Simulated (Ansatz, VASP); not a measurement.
# One calculation of BeTe, two programs

```
Be Te
1.0
     0.00000    2.80296    2.80296
     2.80296    0.00000    2.80296
     2.80296    2.80296    0.00000
Be Te
1 1
Direct
  0.00000 0.00000 0.00000
  0.75000 0.75000 0.75000
```

Alike in both runs: task single point; functional PBEsol; k mesh 8 × 8 × 8; occupations gaussian, width 0.01 eV; no spin polarisation.

|  | VASP | Ansatz |
| --- | --- | --- |
| version | VASP 6.6.1 | Ansatz 0.2.0 |
| potentials or method | VASP PAW PBE potentials, release 64 (Be, Te), cutoff 600 eV | scalar-relativistic, plane waves, PAW |
| valence electrons in the cell | 8 | 18 |

|  | VASP | Ansatz | Ansatz less VASP |
| --- | --- | --- | --- |
| gap on the k mesh at the Fermi level (eV) | 1.82 | 1.84 | +0.018 |
| least direct gap on the mesh (eV) | 3.59 | 3.61 | +0.021 |
| pressure (GPa) | 0.2 | 0.0 | -0.26 |

VASP's potentials were made for PBE, not for PBEsol. With one functional, cell and mesh, what is left measures potentials, basis and numerics. VASP's potentials hold 8 valence electrons a cell and Ansatz's 18, so a difference there can come from the potentials and not from the codes.

Spin-orbit coupling is off throughout.
